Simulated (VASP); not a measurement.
HfVF6, 8 atoms in the cell. It takes space group Fm-3m (No. 225, cubic). The conventional cell has a = 8.127 Å, b = 8.127 Å, c = 8.127 Å, α = 90.00°, β = 90.00°, γ = 90.00°. F (site symmetry 4mm) has 1 Hf at 2.00 Å and 1 V at 2.06 Å within 2.7 Å. V (site symmetry m-3m) has 6 F at 2.06 Å within 2.7 Å. Within 2.7 Å of Hf (site symmetry m-3m) lie 6 F at 2.00 Å. 

```yaml
Program: VASP 6.6.1
Task: single point
Functional: r2SCAN
Potentials_or_basis: VASP PAW PBE potentials, release 64 (F, V_sv, Hf_pv)
Cutoff: 520 eV
k_mesh: 5 × 5 × 5
Occupations: fermi-dirac, width 0.1 eV
Spin: collinear spin, ferromagnetic start
Starting_moments: "[0.01, 0.01, 0.01, 0.01, 0.01, 0.01, 2.48, 0.02] μB"
Dipole_correction: no
Further_INCAR_settings: ALGO = Normal; EDIFF = 1e-07; NBANDS = 46
```

Potentials or basis: VASP PAW PBE potentials, release 64 (F, V_sv, Hf_pv).

The run is started by

```console
$ cat potpaw_PBE.64/F/POTCAR potpaw_PBE.64/V_sv/POTCAR potpaw_PBE.64/Hf_pv/POTCAR > POTCAR
$ cp INCAR.step1 INCAR
$ mpirun -np 1 vasp_std > vasp.out
$ cp INCAR.step2 INCAR
$ mpirun -np 1 vasp_std > vasp.out
```

Hardware: 1 thread of Intel(R) Xeon(R) 6975P-C (Granite Rapids), on a shared host.

Problem. Estimate the wall time of this run.

Solution. It took 5.7 min on 1 thread of Intel(R) Xeon(R) 6975P-C (Granite Rapids), on a shared host, peak memory 0.5 GiB. Counts: k points 10.
